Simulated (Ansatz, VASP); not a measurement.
**B3N4: VASP beside Ansatz**

```
CELL_PARAMETERS angstrom
5.01078 0.00000 0.00000
-1.25270 3.37591 0.00000
0.00000 0.00000 23.44094
ATOMIC_POSITIONS crystal
N 0.02252 0.09009 0.17064
N 0.52252 0.09009 0.17064
N 0.30695 0.22778 0.26105
N 0.80695 0.22778 0.26105
N 0.08665 0.34663 0.35335
N 0.58665 0.34663 0.35335
N 0.46871 0.12488 0.50514
N 0.46871 0.12488 0.55207
B 0.28421 0.13682 0.20075
B 0.78421 0.13682 0.20075
B 0.06735 0.26942 0.28955
B 0.56735 0.26942 0.28955
B 0.34371 0.37488 0.38142
B 0.84371 0.37488 0.38142
```

Alike in both runs: task single point; functional PBE; dispersion D3(BJ); k mesh 6 × 8 × 1; occupations gaussian, width 0.05 eV; no spin polarisation.

```csv
,VASP,Ansatz
version,VASP 6.6.1,Ansatz 0.2.0
potentials or method,"VASP PAW PBE potentials, release 64 (N, B), cutoff 520 eV","scalar-relativistic, plane waves, PAW"
valence electrons in the cell,58,58
```

|  | VASP | Ansatz | Ansatz less VASP |
| --- | --- | --- | --- |
| gap on the k mesh at the Fermi level (eV) | none | none | - |
| rms of the force components (eV/Å) | 1.198 | 1.094 | -0.1042 |
| work function, face that differs most (eV) | 4.98 | 4.97 | -0.003 |

A gap of «none» marks a metal or a gap that the smearing closes. Ansatz's warnings: vacuum below fermi.

Noted on VASP's run: the standard files for N, O and F lose accuracy on very short bonds.
